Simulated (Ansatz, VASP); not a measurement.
This is a calculation of CuSn3 for VASP 6.6.1.

The input INCAR:

```
SYSTEM = CuSn3
  ALGO = Fast
  EDIFF = 1E-6
  ENCUT = 520
  GGA = PE
  ISIF = 2
  ISMEAR = -1
  LASPH = .True.
  LCHARG = .False.
  LREAL = .False.
  LWAVE = .False.
  NBANDS = 63
  NELM = 100
  PREC = Accurate
  SIGMA = 0.05
```

The input KPOINTS:

```
k-points
0
Gamma
  5 5 6
  0 0 0
```

The input POSCAR:

```
CuSn3
1.0
    6.6228840908      0.0000000000      0.0000000000
   -3.3114420454      5.7355858689      0.0000000000
    0.0000000000      0.0000000000      5.0048080000
Sn Cu
6 2
Direct
    0.1723395050      0.3446790100      0.2500000000
    0.1723395050      0.8276604950      0.2500000000
    0.6553209900      0.8276604950      0.2500000000
    0.8276604950      0.6553209900      0.7500000000
    0.8276604950      0.1723395050      0.7500000000
    0.3446790100      0.1723395050      0.7500000000
    0.3333333333      0.6666666667      0.7500000000
    0.6666666667      0.3333333333      0.2500000000
```

Potentials or basis: VASP PAW PBE potentials, release 64 (Sn_d, Cu).

Launch:

```sh
$ cat potpaw_PBE.64/Sn_d/POTCAR potpaw_PBE.64/Cu/POTCAR > POTCAR
$ mpirun -np 1 vasp_std > vasp.out
```

Task: Translate it to Ansatz 0.2.0. Potentials there: Ansatz PAW.

Result: As run (the cutoff follows the program's own potentials):

Contents of input.yaml:

```yaml
crystal:
  lattice:
    - [6.6228840908, 0.0, 0.0]
    - [-3.3114420454, 5.7355858689, 0.0]
    - [0.0, 0.0, 5.004808]
  atoms:
    - { symbol: Sn, position: [0.172339505, 0.34467901, 0.25] }
    - { symbol: Sn, position: [0.172339505, 0.827660495, 0.25] }
    - { symbol: Sn, position: [0.65532099, 0.827660495, 0.25] }
    - { symbol: Sn, position: [0.827660495, 0.65532099, 0.75] }
    - { symbol: Sn, position: [0.827660495, 0.172339505, 0.75] }
    - { symbol: Sn, position: [0.34467901, 0.172339505, 0.75] }
    - { symbol: Cu, position: [0.3333333333, 0.6666666667, 0.75] }
    - { symbol: Cu, position: [0.6666666667, 0.3333333333, 0.25] }
hamiltonian:
  xc: pbe
  pseudopotentials: { kind: paw }
kpoints:
  mp_grid: { grid: [5, 5, 6] }
scf:
  occupations: { method: fermi_dirac, width: 0.05 }
output:
  forces: true
  stress: true
  eigenvalues: true
```

Potentials or basis: Ansatz PAW.

Launch:

```sh
$ ansatz run input.yaml --threads 4 --pin off --max-ram 10240MiB --backend cpu --events-out ev --progress --plain --runs-dir out
```

Both were run:

|  | VASP | Ansatz | Ansatz less VASP |
| --- | --- | --- | --- |
| gap on the k mesh at the Fermi level (eV) | none | none | - |
| pressure (GPa) | 0.3 | 0.2 | -0.12 |
| traceless stress, the component that is largest in VASP (GPa) | -0.17 | -0.19 | -0.021 |
| rms of the force components (eV/Å) | 0.119 | 0.122 | +0.0026 |

Atom by atom the forces differ by 0.003 eV/Å (rms over components). A gap of «none» marks a metal or a gap that the smearing closes. VASP's potentials hold 106 valence electrons a cell and Ansatz's 122, so a difference there can come from the potentials and not from the codes.
